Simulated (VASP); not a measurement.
Bi2S3: single point with PBE

Crystal: Bi2S3.

```
Bi S
1.0
     2.00763    1.15911    9.35994
    -2.00763    1.15911    9.35994
     0.00000   -2.31822    9.35994
Bi S
2 3
Cartesian
  0.0000 0.0000 11.2229
  0.0000 0.0000 16.8569
  0.0000 0.0000 6.0634
  0.0000 0.0000 22.0164
  0.0000 0.0000 0.0000
```

| Item | Value |
| --- | --- |
| Program | VASP 6.6.1 |
| Task | single point |
| Functional | PBE |
| Potentials or basis | VASP PAW PBE potentials, release 64 (Bi_d, S) |
| Cutoff | 520 eV |
| k mesh | 8 × 8 × 8 |
| Occupations | fermi-dirac, width 0.02 eV |
| Spin | no spin polarisation |
| Dipole correction | no |
| Further INCAR settings | ALGO = Normal; EDIFF = 1e-06; NBANDS = 32 |

- Pressure: 2.1 GPa
- Largest force: 0.113 eV/Å
- Band gap on the k mesh: 0.74 eV, direct

Forces on the atoms (eV/Å):
```
Bi   0.000  0.000 -0.080
Bi   0.000  0.000  0.080
S    0.000  0.000 -0.113
S    0.000  0.000  0.113
S    0.000  0.000  0.000
```

Stress tensor (GPa, compression positive):
```
2.09 0.00 0.00
0.00 2.09 0.00
0.00 0.00 1.98
```

Levels at points of the mesh, in eV from the valence-band top:
```csv
k point,band 21,band 22,band 23,band 24,band 25,band 26,band 27,band 28
"(0.00, 0.00, 0.00)",-1.70,-1.26,-1.26,0.00,0.74,2.08,2.08,2.60
"(0.50, 0.00, 0.00)",-2.45,-1.69,-1.27,-0.43,1.42,2.71,3.30,3.55
"(0.50, 0.50, 0.00)",-1.63,-1.56,-1.49,-0.77,1.70,2.73,3.11,3.45
"(0.50, 0.50, 0.50)",-1.34,-1.34,-1.16,-0.19,0.83,2.25,2.25,2.64
```

It took 16 min on 1 thread of Intel(R) Xeon(R) Platinum 8488C (Sapphire Rapids), with other jobs on the host, peak memory 0.79 GiB.

Caveat: spin-orbit coupling is left out, which moves the levels of the heavy elements. A k mesh can miss the band edges.
